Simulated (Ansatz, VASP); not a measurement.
## Two plane-wave programs on ZnS

```
Zn S
1.0
     0.00000    2.73493    2.65410
     2.73493    0.00000    2.65410
     2.73493    2.73493    0.00000
Zn S
1 1
Direct
  0.00000 0.00000 0.00000
  0.75000 0.75000 0.75000
```

Change from the starting cell: strain +0.015 along x and y, -0.015 along z, atoms carried along.

Alike in both runs: task single point; functional r2SCAN; k mesh 8 × 8 × 8; occupations gaussian, width 0.05 eV; no spin polarisation.

|  | VASP | Ansatz |
| --- | --- | --- |
| version | VASP 6.6.1 | Ansatz 0.2.0 |
| potentials or method | VASP PAW PBE potentials, release 64 (Zn, S), cutoff 520 eV | scalar-relativistic, plane waves, PAW |
| valence electrons in the cell | 18 | 18 |

Ansatz gave:

```
gap on the k mesh at the Fermi level (eV)                     : 2.57
least direct gap on the mesh (eV)                             : 2.57
pressure (GPa)                                                : -1.1
traceless stress, the component that is largest in VASP (GPa) : 0.83
```

Task: Which values does VASP return?

Result: gap on the k mesh at the Fermi level (eV): 2.58; least direct gap on the mesh (eV): 2.58; pressure (GPa): -1.1; traceless stress, the component that is largest in VASP (GPa): 0.81.

VASP's potentials were made for PBE, not for r2SCAN.
